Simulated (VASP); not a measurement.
**TiC: relaxation of the atoms with PBE**

TiC:

```
Ti C
1.0
     0.00000    2.15930    2.15930
     2.15930    0.00000    2.15930
     2.15930    2.15930    0.00000
Ti C
1 1
Direct
  0.00000 0.00000 0.00000
  0.50000 0.50000 0.50000
```

| Quantity | Value |
| --- | --- |
| Program | VASP 6.6.1 |
| Task | relaxation of the atoms |
| Functional | PBE |
| Potentials or basis | VASP PAW PBE potentials, release 64 (Ti_sv, C) |
| Cutoff | 520 eV |
| k mesh | 11 × 11 × 11 |
| Occupations | fermi-dirac, width 0.02 eV |
| Spin | no spin polarisation |
| Dipole correction | no |
| Further INCAR settings | ALGO = Normal; EDIFF = 1e-07; IBRION = 2; EDIFFG = -0.02; NSW = 80 |

```yaml
Pressure_after_relaxing: 2.8 GPa
Band_gap_on_the_k_mesh: zero (band 8 reaches 10.21 eV, above the bottom of band 9 at 9.11 eV)
```

Final structure:
```cif
data_structure
_symmetry_space_group_name_H-M 'P 1'
_symmetry_Int_Tables_number 1
_cell_length_a 3.0537
_cell_length_b 3.0537
_cell_length_c 3.0537
_cell_angle_alpha 60.000
_cell_angle_beta 60.000
_cell_angle_gamma 60.000
_cell_volume 20.14
loop_
_atom_site_label
_atom_site_type_symbol
_atom_site_fract_x
_atom_site_fract_y
_atom_site_fract_z
_atom_site_occupancy
Ti1 Ti 0.00000 0.00000 0.00000 1
C1 C 0.50000 0.50000 0.50000 1
```

Levels at points of the mesh, in eV from the Fermi level:
```tsv
k point	band 4	band 5	band 6	band 7	band 8	band 9	band 10	band 11	band 12
(0.00, 0.00, 0.00)	-32.71	-12.56	0.57	0.57	0.57	1.57	1.57	1.57	1.61
```

It took 15 s on 1 thread of AMD EPYC 7R43 64-Core Processor (Zen 3), on a shared host, peak memory 0.11 GiB.

Caveat: the relaxation stopped at its first step, so nothing moved.
